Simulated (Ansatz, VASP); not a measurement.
# GaSn4: VASP beside Ansatz

```
Ga Sn
1.0
    -3.32833    3.32833    3.32833
     3.32833   -3.32833    3.32833
     3.32833    3.32833   -3.32833
Ga Sn
1 4
Direct
  0.00000 0.00000 0.00000
  0.00000 0.00000 0.50000
  0.50000 0.00000 0.00000
  0.00000 0.50000 0.00000
  0.50000 0.50000 0.50000
```

Change from the starting cell: species swapped into the Hg4Pt type (Im-3m, No. 229).

Alike in both runs: functional PBE; k mesh 4 × 4 × 4; occupations gaussian, width 0.1 eV; no spin polarisation.

Ansatz relaxed the structure, and its values are those at the end. VASP's run is a single point on that final structure, the one shown.

```csv
,VASP,Ansatz
version,VASP 6.6.1,Ansatz 0.2.0
potentials or method,"VASP PAW PBE potentials, release 64 (Ga_d, Sn_d), cutoff 520 eV","scalar-relativistic, plane waves, PAW"
valence electrons in the cell,69,69
```

```csv
,VASP,Ansatz,Ansatz less VASP
gap on the k mesh at the Fermi level (eV),none,none,-
pressure (GPa),-0.3,-0.3,+0.03
```

A gap of «none» marks a metal or a gap that the smearing closes.
